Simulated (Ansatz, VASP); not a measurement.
## MnO: VASP beside Ansatz

INCAR

```
SYSTEM = MnO
PREC = Accurate
ENCUT = 520
EDIFF = 1E-8
ISMEAR = -1
SIGMA = 0.05
LREAL = .FALSE.
LASPH = .TRUE.
NELM = 150
ALGO = Normal
ISIF = 2
LWAVE = .FALSE.
LCHARG = .FALSE.
ISPIN = 2
MAGMOM = 4 0
LORBIT = 11
LMAXMIX = 4
GGA = PE
LEFG = .TRUE.
NBANDS = 20
```

File KPOINTS:

```
regular mesh
0
G
  16 16 16
  0 0 0
```

The input POSCAR:

```
MnO
1.0
    0.0000000000      2.1766403336      2.1766403336
    2.1766403336      0.0000000000      2.1766403336
    2.1766403336      2.1766403336      0.0000000000
Mn O
1 1
Direct
    0.0000000000      0.0000000000      0.0000000000
    0.5000000000      0.5000000000      0.5000000000
```

Input for Ansatz:

```yaml
crystal:
  lattice:
    - [0.0, 2.1766403336, 2.1766403336]
    - [2.1766403336, 0.0, 2.1766403336]
    - [2.1766403336, 2.1766403336, 0.0]
  atoms:
    - { symbol: Mn, position: [0.0, 0.0, 0.0], spin: 4.0 }
    - { symbol: O, position: [0.5, 0.5, 0.5] }
magnetization:
  spin_polarized: true
kpoints:
  mp_grid: { grid: [16, 16, 16] }
scf:
  occupations: { method: fermi_dirac, width: 0.05 }
hamiltonian:
  xc: pbe
  pseudopotentials: { kind: all_electron, datasets: crystal }
output:
  forces: true
  stress: true
  eigenvalues: true
  efg: { contact_densities: true }
```

Change from the starting cell: volume scaled by 0.94, crystal datasets.

Alike in both runs: task electric field gradients; functional PBE; k mesh 16 × 16 × 16; occupations fermi-dirac, width 0.05 eV; collinear spin.

```csv
,VASP,Ansatz
version,VASP 6.6.1,Ansatz 0.2.0
potentials or method,"VASP PAW PBE potentials, release 64 (Mn_pv, O), cutoff 520 eV","all-electron PAW with datasets made for the crystal, scalar-relativistic"
```

```tsv
	VASP	Ansatz	Ansatz less VASP
pressure (GPa)	7.5	7.2	-0.33
net moment per atom (μB)	2.29	2.29	0.000
size of the moment on the site where the two differ most (μB)	4.19	3.89	-0.300
```

Site moments also hang on the region over which each program counts them. Ansatz ran all-electron here, and VASP with PAW potentials.
